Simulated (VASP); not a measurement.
Runs of VASP 6.6.1 on HgH5. The structure is that of space group P6/mmm (No. 191), or close to it. The cells are those of the table. 

```csv
task,cell,k mesh,cutoff (eV),k mesh for the DOS,occupations for the DOS,gap on the mesh (eV),pressure (GPa),relaxed volume (Å³/atom)
single point,"a = 4.136, b = 4.136, c = 2.769 Å, angles 90.0, 90.0, 120.0°, 6 atoms",12 × 12 × 14,520,-,-,none,0.4,-
relaxation of cell and atoms,"relaxed from a = 4.086, b = 4.086, c = 2.824 Å, angles 90.0, 90.0, 120.0°, 6 atoms",12 × 12 × 14,600,-,-,none,-0.1,6.89
relaxation of cell and atoms,"relaxed from a = 4.540, b = 4.540, c = 3.606 Å, angles 90.0, 90.0, 120.0°, 6 atoms",6 × 6 × 6,600,-,-,none,0.2,6.82
single point,"a = 4.086, b = 4.086, c = 2.824 Å, angles 90.0, 90.0, 120.0°, 6 atoms",6 × 6 × 6,520,-,-,none,(a),-
```

Alike in all rows: level PBE; potentials or basis VASP PAW PBE potentials, release 64 (Hg, H); no spin polarisation; smearing gaussian 0.1 eV.

Question: Fill in the values left out.

Answer: (a) 0.1.

Caveats: some runs use coarse meshes; spin-orbit coupling is left out, which moves the levels of the heavy elements; the volume moved by over 15 % at a fixed basis, so the end points are rough (some runs).

A k mesh can miss the band edges, and the runs leave out spin-orbit coupling on Hg.

A gap of «none» marks levels without a gap at the run's occupations.
